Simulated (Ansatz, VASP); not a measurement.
## One calculation of As, two programs

Contents of INCAR:

```
SYSTEM = As
PREC = Accurate
ENCUT = 600
EDIFF = 1E-6
ISMEAR = 0
SIGMA = 0.028000000000000004
LREAL = .False.
LASPH = .True.
NELM = 120
ALGO = Normal
ISIF = 2
LWAVE = .False.
LCHARG = .False.
GGA = PE
NBANDS = 22
GGA_COMPAT = .False.
```

The input KPOINTS:

```
Automatic mesh
0
Gamma
  9 9 9
  0 0 0
```

Contents of POSCAR:

```
As
1.0
    1.8807968987      1.0858785957      3.5140619945
   -1.8807968987      1.0858785957      3.5140619945
    0.0000000000     -2.1717571915      3.5140619945
As
2
Direct
    0.2260000000      0.2260000000      0.2260000000
    0.7740000000      0.7740000000      0.7740000000
```

input.yaml

```yaml
crystal:
  lattice:
    - [1.8807968987, 1.0858785957, 3.5140619945]
    - [-1.8807968987, 1.0858785957, 3.5140619945]
    - [0.0, -2.1717571915, 3.5140619945]
  atoms:
    - { symbol: As, position: [0.226, 0.226, 0.226] }
    - { symbol: As, position: [0.774, 0.774, 0.774] }
hamiltonian:
  xc: pbe
  pseudopotentials: { kind: paw }
kpoints:
  mp_grid: { grid: [9, 9, 9] }
scf:
  occupations: { method: gaussian, width: 0.028 }
output:
  forces: true
  stress: true
  eigenvalues: true
  write_density: true
  write_potential: true
  elf: true
  volumetric_format: npy
```

Alike in both runs: task single point; functional PBE; k mesh 9 × 9 × 9; occupations gaussian, width 0.028 eV; no spin polarisation.

```csv
,VASP,Ansatz
version,VASP 6.6.1,Ansatz 0.2.0
potentials or method,"VASP PAW PBE potentials, release 64 (As_d)",Ansatz PAW
plane-wave cutoff (eV),600,420
valence electrons in the cell,30,30
```

|  | VASP | Ansatz | Ansatz less VASP |
| --- | --- | --- | --- |
| gap on the k mesh at the Fermi level (eV) | none | none | - |
| pressure (GPa) | 3.8 | 3.7 | -0.02 |
| traceless stress, the component that is largest in VASP (GPa) | -0.32 | -0.30 | +0.014 |
| rms of the force components (eV/Å) | 0.257 | 0.249 | -0.0084 |

Atom by atom the forces differ by 0.008 eV/Å (rms over components). A gap of «none» marks a metal or a gap that the smearing closes. With one functional, cell and mesh, what is left measures potentials, basis and numerics.
